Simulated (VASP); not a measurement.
Write the native input for VASP 6.6.1 that does the following.

```
Task                   : single point
Functional             : LDA
Potentials or basis    : VASP PAW LDA potentials, release 64 (Te, Sn_d)
Cutoff                 : 520 eV
k mesh                 : 6 × 6 × 6
Occupations            : gaussian, width 0.05 eV
Spin                   : no spin polarisation
Dipole correction      : no
Further INCAR settings : ALGO = Normal; EDIFF = 1e-06; NBANDS = 17
```

The structure of SnTe lies in POSCAR:

```
SnTe
1.0
    0.0000000000      3.6111460000      3.6111460000
    3.6111460000      0.0000000000      3.6111460000
    3.6111460000      3.6111460000      0.0000000000
Te Sn
1 1
Direct
    0.2500000000      0.2500000000      0.2500000000
    0.0000000000      0.0000000000      0.0000000000
```

The input as run:

INCAR

```
PREC = Accurate ; ENCUT = 520
EDIFF = 1E-6 ; ISMEAR = 0
SIGMA = 0.05 ; LREAL = F
LASPH = T ; NELM = 60
ALGO = Normal ; ISIF = 2
LWAVE = F ; LCHARG = F
GGA = CA ; NBANDS = 17
```

KPOINTS

```
regular mesh
0
Gamma
  6 6 6
```

Potentials or basis: VASP PAW LDA potentials, release 64 (Te, Sn_d).

The run is started by

```sh
$ cat potpaw_LDA.64/Te/POTCAR potpaw_LDA.64/Sn_d/POTCAR > POTCAR
$ mpirun -np 1 vasp_std > vasp.out
```

It gave:

```json
{
 "Pressure": "-2.1 GPa",
 "Band gap on the k mesh": "0.19 eV, indirect (least direct gap 0.72 eV)"
}
```

Caveat: spin-orbit coupling is left out, which moves the levels of the heavy elements.

It took 14 s on 1 thread of Intel(R) Xeon(R) Platinum 8488C (Sapphire Rapids), on a shared host, peak memory 0.2 GiB.
